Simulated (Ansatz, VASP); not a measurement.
# Two plane-wave programs on BN

Contents of INCAR:

```
PREC = Accurate
ENCUT = 520
EDIFF = 1E-7
ISMEAR = -1
SIGMA = 0.02
LREAL = F
LASPH = T
NELM = 100
ALGO = Normal
ISIF = 2
LWAVE = F
LCHARG = F
GGA = PE
NBANDS = 11
```

KPOINTS

```
regular mesh
0
Gamma
  12 12 12
```

File POSCAR:

```
BN
1.0
   -0.0162434291      1.7885820244      1.7885820244
    1.7885820244     -0.0162434291      1.7885820244
    1.7885820244      1.7885820244     -0.0162434291
B N
1 1
Direct
   -0.0000993362     -0.0000993362     -0.0000993362
    0.2500993362      0.2500993362      0.2500993362
```

Input for Ansatz:

```yaml
crystal:
  lattice:
    - [-0.0162434291, 1.7885820244, 1.7885820244]
    - [1.7885820244, -0.0162434291, 1.7885820244]
    - [1.7885820244, 1.7885820244, -0.0162434291]
  atoms:
    - { symbol: B, position: [-9.93362e-05, -9.93362e-05, -9.93362e-05] }
    - { symbol: "N", position: [0.2500993362, 0.2500993362, 0.2500993362] }
kpoints:
  mp_grid: { grid: [12, 12, 12] }
  band_path:
    path:
      - [0.0, 0.0, 0.0]
      - [-0.5, -0.5, 0.0]
      - [-0.375, -0.375, 0.25]
      - [-0.375, 0.0, 0.375]
      - [0.0, 0.0, 0.5]
      - [-0.5, -0.25, 0.25]
    npoints: 1
hamiltonian:
  xc: pbe
scf:
  occupations: { method: fermi_dirac, width: 0.02 }
  n_extra_bands: 4
output:
  forces: true
  stress: true
  eigenvalues: true
```

Change from the starting cell: shear_111 strain -1.4%.

Alike in both runs: task single point; functional PBE; k mesh 12 × 12 × 12; occupations fermi-dirac, width 0.02 eV; no spin polarisation.

|  | VASP | Ansatz |
| --- | --- | --- |
| version | VASP 6.6.1 | Ansatz 0.2.0 |
| potentials or method | VASP PAW PBE potentials, release 64 (B, N) | plane waves, PAW |
| plane-wave cutoff (eV) | 520 | 420 |
| valence electrons in the cell | 8 | 8 |

VASP gave:

* gap on the k mesh at the Fermi level (eV): 4.43
* pressure (GPa): 10.6
* traceless stress, the component that is largest in VASP (GPa): 4.32
* rms of the force components (eV/Å): 0.012

Q: Which values does Ansatz return?

A: gap on the k mesh at the Fermi level (eV): 4.44; pressure (GPa): 10.2; traceless stress, the component that is largest in VASP (GPa): 4.29; rms of the force components (eV/Å): 0.010.

Atom by atom the forces differ by 0.002 eV/Å (rms over components). With one functional, cell and mesh, what is left measures potentials, basis and numerics.
